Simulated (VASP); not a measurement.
# MgO (Fm-3m) in VASP: a series of runs

The runs below take MgO through single point, with LDA.

Everything below comes from runs of VASP 6.6.1. Logs are shortened: lines on timing, memory, paths and dates and some standing lists are left out, and cuts for length are marked.

**Measured values to compare with.**

“Electronic structure of alkaline earth and post-transition metal oxides”, 2009, arxiv:0908.1581 quotes, for a bulk crystal of MgO: band gap 7.83 eV.

The results are compared with them further down.

## Step 1: The cell of the first run

It takes space group Fm-3m (No. 225, cubic). The conventional cell has a = 4.161 Å, b = 4.161 Å, c = 4.161 Å, α = 90.00°, β = 90.00°, γ = 90.00°. Mg (site symmetry m-3m) has 6 O at 2.08 Å within 2.8 Å. Within 2.8 Å of O (site symmetry m-3m) lie 6 Mg at 2.08 Å.

## Step 2: Single point, LDA

Contents of INCAR:

```
SYSTEM = MgO
PREC = Accurate ; ENCUT = 840
EDIFF = 1E-6 ; ISMEAR = 0
SIGMA = 0.02 ; LREAL = .FALSE.
LASPH = .TRUE. ; NELM = 120
ALGO = Normal ; ISIF = 2
LWAVE = .FALSE. ; LCHARG = .FALSE.
NBANDS = 15 ; GGA_COMPAT = .FALSE.
```

Contents of KPOINTS:

```
Automatic mesh
0
G
  8 8 8
  0 0 0
```

Contents of POSCAR:

```
MgO
1.0
    0.0000000000      2.0803529743      2.0803529743
    2.0803529743      0.0000000000      2.0803529743
    2.0803529743      2.0803529743      0.0000000000
Mg O
1 1
Direct
    0.0000000000      0.0000000000      0.0000000000
    0.5000000000      0.5000000000      0.5000000000
```

Potentials or basis: VASP PAW LDA potentials, release 64 (Mg_sv, O).

Command:

```sh
> cat potpaw_LDA.64/Mg_sv/POTCAR potpaw_LDA.64/O/POTCAR > POTCAR
> mpirun -np 1 vasp_std > vasp.out
```

OUTCAR:

```text
SYSTEM = MgO
   PREC = Accurate
   ENCUT = 840
   EDIFF = 1E-6
   ISMEAR = 0
   LREAL = .FALSE.
   LASPH = .TRUE.
   NELM = 120
   ISIF = 2

 ion  position               nearest neighbor table
   1  0.000  0.000  0.000-   2 2.08   2 2.08   2 2.08   2 2.08   2 2.08   2 2.08
   2  0.500  0.500  0.500-   1 2.08   1 2.08   1 2.08   1 2.08   1 2.08   1 2.08

  LATTYP: Found a face centered cubic cell.
 ALAT       =     4.1607059486

  Lattice vectors:

 A1 = (   0.0000000000,   2.0803529743,   2.0803529743)
 A2 = (   2.0803529743,   0.0000000000,   2.0803529743)
 A3 = (   2.0803529743,   2.0803529743,   0.0000000000)

Analysis of symmetry for initial positions (statically):
=====================================================================
 Subroutine PRICEL returns:
 Original cell was already a primitive cell.

 Routine SETGRP: Setting up the symmetry group for a
 face centered cubic supercell.

 Subroutine GETGRP returns: Found 48 space group operations
 (whereof 48 operations were pure point group operations)
 out of a pool of 48 trial point group operations.

The static configuration has the point symmetry O_h .

Analysis of symmetry for dynamics (positions and initial velocities):
=====================================================================
 Subroutine PRICEL returns:
 Original cell was already a primitive cell.

 Routine SETGRP: Setting up the symmetry group for a
 face centered cubic supercell.

 Subroutine GETGRP returns: Found 48 space group operations
 (whereof 48 operations were pure point group operations)
 out of a pool of 48 trial point group operations.

The dynamic configuration has the point symmetry O_h .

 Subroutine INISYM returns: Found 48 space group operations
 (whereof 48 operations are pure point group operations),
 and found     1 'primitive' translations

----------------------------------------------------------------------------------------

                                     Primitive cell

  volume of cell :      18.0070

  direct lattice vectors                    reciprocal lattice vectors
     0.000000000  2.080352974  2.080352974    -0.240343829  0.240343829  0.240343829
     2.080352974  0.000000000  2.080352974     0.240343829 -0.240343829  0.240343829
     2.080352974  2.080352974  0.000000000     0.240343829  0.240343829 -0.240343829

  length of vectors
     2.942063391  2.942063391  2.942063391     0.416287724  0.416287724  0.416287724

  position of ions in fractional coordinates (direct lattice)
     0.000000000  0.000000000  0.000000000
     0.500000000  0.500000000  0.500000000

  ion indices of the primitive-cell ions
   primitive index   ion index
                 1           1
                 2           2

----------------------------------------------------------------------------------------

 KPOINTS: Automatic mesh

Automatic generation of k-mesh.
 Grid dimensions read from file:
 generate k-points for:    8    8    8

 Generating k-lattice:

  Cartesian coordinates                     Fractional coordinates (reciprocal lattice)
    -0.030042979  0.030042979  0.030042979     0.125000000  0.000000000  0.000000000
     0.030042979 -0.030042979  0.030042979     0.000000000  0.125000000  0.000000000
     0.030042979  0.030042979 -0.030042979     0.000000000  0.000000000  0.125000000

  Length of vectors
     0.052035965  0.052035965  0.052035965

  Shift w.r.t. Gamma in fractional coordinates (k-lattice)
     0.000000000  0.000000000  0.000000000

 Subroutine IBZKPT returns following result:
 ===========================================

 Found     29 irreducible k-points:

 Following reciprocal coordinates:
            Coordinates               Weight
  0.000000  0.000000  0.000000      1.000000
  0.125000  0.000000  0.000000      8.000000
  0.250000  0.000000  0.000000      8.000000
  0.375000  0.000000  0.000000      8.000000
  0.500000  0.000000  0.000000      4.000000
  0.125000  0.125000  0.000000      6.000000
[... 16 lines left out ...]
  0.500000  0.250000  0.125000     48.000000
 -0.375000  0.250000  0.125000     24.000000
 [... further k-points ...]
   k-points           NKPTS =     29   k-points in BZ     NKDIM =     29   number of bands    NBANDS=     15
   number of dos      NEDOS =    301   number of ions     NIONS =      2
   total plane-waves  NPLWV =  21952
   dimension x,y,z NGX =    28 NGY =   28 NGZ =   28
   dimension x,y,z NGXF=    56 NGYF=   56 NGZF=   56
   ions per type =               1   1
   NGX,Y,Z   is equivalent  to a cutoff of  15.82, 15.82, 15.82 a.u.
   NGXF,Y,Z  is equivalent  to a cutoff of  31.64, 31.64, 31.64 a.u.
 SYSTEM =  MgO
   PREC   = accura    normal or accurate (medium, high low for compatibility)
   ISTART =      0    job   : 0-new  1-cont  2-samecut
   ICHARG =      2    charge: 1-file 2-atom 10-const
   ISPIN  =      1    spin polarized calculation?
   LNONCOLLINEAR =      F non collinear calculations
   LSORBIT =      F    spin-orbit coupling
   LASPH  =      T    aspherical Exc in radial PAW
   ENCUT  =  840.0 eV  61.74 Ry    7.86 a.u.   6.95  6.95  6.95*2*pi/ulx,y,z
   NELM   =    120;   NELMIN=  2; NELMDL= -5     # of ELM steps
   EDIFF  = 0.1E-05   stopping-criterion for ELM
   LREAL  =      F    real-space projection
   EDIFFG = 0.1E-04   stopping-criterion for IOM
   NSW    =      0    number of steps for IOM
[... 5 lines left out ...]
   TEBEG  =    0.0;   TEEND  =   0.0 temperature during run
   PSTRESS=    0.0 pullay stress
   NELECT =      16.0000    total number of electrons
   NUPDOWN=      -1.0000    fix difference up-down
   EMIN   =  10.00;   EMAX   =-10.00  energy-range for DOS
   EFERMI =   0.00;   METHOD = LEGACY
   ISMEAR =     0;   SIGMA  =   0.02  broadening in eV -4-tet -1-fermi 0-gaus
   EFERMI_NEDOS =   21; number of points for ismear=-14 and -15
   IALGO  =     38    algorithm
   IMIX   =      4    mixing-type and parameters
     AMIX     =   0.40;   BMIX     =  1.00
     AMIX_MAG =   1.60;   BMIX_MAG =  1.00
  volume/ion in A,a.u.               =       9.00        60.76
  Fermi-wavevector in a.u.,A,eV,Ry     =   1.573866  2.974176 33.702375  2.477055
  Thomas-Fermi vector in A             =   2.675086
   LORBIT       =      0    0 simple, 1 ext, 2 COOP (PROOUT), +10 PAW based schemes
   GGA     = CA    functional components
   LHFCALC =     F    Hartree Fock is set to
   AEXX    =    0.0000 exact exchange contribution
   IVDW    =     0    specifies the selected vdW correction
   LEPSILON=     F    determine dielectric tensor
   LRPA    =     F    only Hartree local field effects (RPA)
 non-spin polarized calculation
 Gauss-broadening in eV      SIGMA  =   0.02
  energy-cutoff  :      840.00
  volume of cell :       18.01
 maximum number of plane-waves:      1012
   NGX = 13   NGY = 13   NGZ = 13

 number of electron      15.9999996 magnetization

 Free energy of the ion-electron system (eV)
  ---------------------------------------------------
  ext. energy  EPLUGINS =         0.00000000
  ---------------------------------------------------
  free energy    TOTEN  =       -13.23350998 eV

  energy without entropy =      -13.23350998  energy(sigma->0) =      -13.23350998

 E-fermi :   3.0000     XC(G=0): -12.1249

 val. band max:        2.8520922140   @ k =   0.0000   0.0000   0.0000
 cond. band min:       7.8860986155   @ k =   0.0000   0.0000   0.0000
 fundamental gap:      5.0340064016
 Fermi energy:         2.9999903166

 k-point     1 :       0.0000    0.0000    0.0000
  band No.  band energies     occupation
      1     -68.3658      2.00000
      2     -35.8223      2.00000
      3     -35.8223      2.00000
      4     -35.8223      2.00000
      5     -14.3278      2.00000
      6       2.8521      2.00000
      7       2.8521      2.00000
      8       2.8521      2.00000
      9       7.8861      0.00000
     10      18.5819      0.00000
     11      18.5819      0.00000
     12      18.5819      0.00000
     13      22.7076      0.00000
     14      24.3862      0.00000
     15      24.3862      0.00000

 k-point     2 :       0.1250    0.0000    0.0000
  band No.  band energies     occupation
      1     -68.3641      2.00000
      2     -35.8381      2.00000
      3     -35.8238      2.00000
      4     -35.8238      2.00000
      5     -14.1415      2.00000
      6       1.8750      2.00000
      7       2.7394      2.00000
      8       2.7394      2.00000
      9       8.7853      0.00000
     10      16.9219      0.00000
     11      18.9620      0.00000
     12      18.9620      0.00000
     13      23.4601      0.00000
     14      23.4601      0.00000
     15      24.9364      0.00000

 k-point     3 :       0.2500    0.0000    0.0000
  band No.  band energies     occupation
      1     -68.3602      2.00000
      2     -35.8756      2.00000
      3     -35.8276      2.00000
      4     -35.8276      2.00000
      5     -13.6551      2.00000
      6       0.0912      2.00000
      7       2.4803      2.00000
      8       2.4803      2.00000
      9      10.1791      0.00000
     10      15.4424      0.00000
     11      19.5208      0.00000
     12      19.5208      0.00000
     13      23.0666      0.00000
     14      23.0666      0.00000
     15      25.1556      0.00000
[... 343 lines left out ...]
 k-point    23 :       0.5000    0.2500    0.1250
  band No.  band energies     occupation
      1     -68.3541      2.00000
      2     -35.9026      2.00000
      3     -35.8561      2.00000
      4     -35.8385      2.00000
      5     -12.8859      2.00000
      6      -1.0331      2.00000
      7       1.0228      2.00000
      8       1.9211      2.00000
      9      12.5043      0.00000
     10      14.5653      0.00000
     11      16.9081      0.00000
     12      20.1388      0.00000
     13      22.6448      0.00000
     14      25.4188      0.00000
     15      29.1312      0.00000

 k-point    24 :      -0.3750    0.2500    0.1250
  band No.  band energies     occupation
      1     -68.3525      2.00000
      2     -35.9110      2.00000
      3     -35.8586      2.00000
      4     -35.8416      2.00000
      5     -12.6934      2.00000
      6      -1.3561      2.00000
      7       0.8054      2.00000
      8       1.7954      2.00000
      9      12.6160      0.00000
     10      15.2020      0.00000
     11      16.4716      0.00000
     12      19.8982      0.00000
     13      23.5397      0.00000
     14      25.0870      0.00000
     15      29.2508      0.00000

 [... further k-points ...]

------------------------ aborting loop because EDIFF is reached ----------------------------------------

  FORCE on cell =-STRESS in cart. coord.  units (eV):
  Direction    XX          YY          ZZ          XY          YZ          ZX
  --------------------------------------------------------------------------------------
  -------------------------------------------------------------------------------------
  Total        0.0483282      0.0483282      0.0483282      0.0000000      0.0000000      0.0000000
  in kB        4.3000156      4.3000156      4.3000156      0.0000000      0.0000000      0.0000000
  external PRESSURE =       4.3000156 kB  Pullay stress =       0.0000000 kB

 VOLUME and BASIS-vectors are now :
 -----------------------------------------------------------------------------
  energy-cutoff  :      840.00
  volume of cell :       18.01
      direct lattice vectors                 reciprocal lattice vectors
     0.000000000  2.080352974  2.080352974    -0.240343829  0.240343829  0.240343829
     2.080352974  0.000000000  2.080352974     0.240343829 -0.240343829  0.240343829
     2.080352974  2.080352974  0.000000000     0.240343829  0.240343829 -0.240343829

 POSITION                                       TOTAL-FORCE (eV/Angst)
 -----------------------------------------------------------------------------------
      0.00000      0.00000      0.00000         0.000000      0.000000     -0.000000
      2.08035      2.08035      2.08035        -0.000000     -0.000000      0.000000
 -----------------------------------------------------------------------------------
    total drift:                                0.000000      0.000000      0.000000

  FREE ENERGIE OF THE ION-ELECTRON SYSTEM (eV)
  ---------------------------------------------------
  free  energy   TOTEN  =       -13.2335099754 eV

  energy  without entropy=      -13.2335099754  energy(sigma->0) =      -13.23350998
```

Run time: 7.6 s. Hardware: 1 thread of AMD EPYC 9R45 (Zen 5), shared host; peak memory 0.11 GiB.

Results:

```yaml
Free_energy: -13.2335 eV
Pressure: 0.4 GPa
Band_gap_on_the_k_mesh: 5.03 eV
```

## Step 3: Single point, LDA

Contents of INCAR:

```
  PREC = Accurate
  ENCUT = 840
  EDIFF = 1E-6
  ISMEAR = 0
  SIGMA = 0.1
  LREAL = F
  LASPH = T
  NELM = 120
  ALGO = Normal
  ISIF = 2
  LWAVE = F
  LCHARG = F
  NBANDS = 15
  GGA_COMPAT = F
```

Contents of KPOINTS:

```
Automatic mesh
0
Gamma
  8 8 8
```

Contents of POSCAR:

```
MgO
1.0
    0.0000000000      2.0816499855      2.0816499855
    2.0816499855      0.0000000000      2.0816499855
    2.0816499855      2.0816499855      0.0000000000
Mg O
1 1
Direct
    0.0000000000      0.0000000000      0.0000000000
    0.5000000000      0.5000000000      0.5000000000
```

Potentials or basis: VASP PAW LDA potentials, release 64 (Mg_sv, O).

Command:

```sh
> cat potpaw_LDA.64/Mg_sv/POTCAR potpaw_LDA.64/O/POTCAR > POTCAR
> mpirun -np 1 vasp_std > vasp.out
```

It took 17 s on 1 thread of Intel Xeon Platinum 8375C at 2.90GHz (Ice Lake), shared host; peak memory 0.14 GiB.

The run converged. Its results:

```yaml
Free_energy: -13.2337 eV
Pressure: 0.1 GPa
Band_gap_on_the_k_mesh: 5.01 eV
```

Levels at points of the mesh, in eV from the valence-band top:
```
           k point  band 6  band 7  band 8  band 9  band 10  band 11
(0.00, 0.00, 0.00)    0.00    0.00    0.00    5.01    15.72    15.72
(0.50, 0.00, 0.00)   -4.85   -0.71   -0.71    7.96    12.81    16.37
(0.50, 0.50, 0.00)   -4.26   -1.41   -1.41    8.93    10.11    13.26
```

## Step 4: Against experiment

Step 2. Measured gap of MgO: 7.83 eV (quoted in “Electronic structure of alkaline earth and post-transition metal oxides”, 2009, arxiv:0908.1581). This calculation gives 5.03 eV (-2.80 eV). The value is that of LDA, without temperature or zero-point motion. Semilocal functionals fall short of measured gaps as a rule.

Step 3. A measured gap of MgO is 7.83 eV (quoted in “Electronic structure of alkaline earth and post-transition metal oxides”, 2009, arxiv:0908.1581); the calculated 5.01 eV misses it by -2.82 eV. The value is that of LDA, without temperature or zero-point motion. Semilocal functionals fall short of measured gaps as a rule.
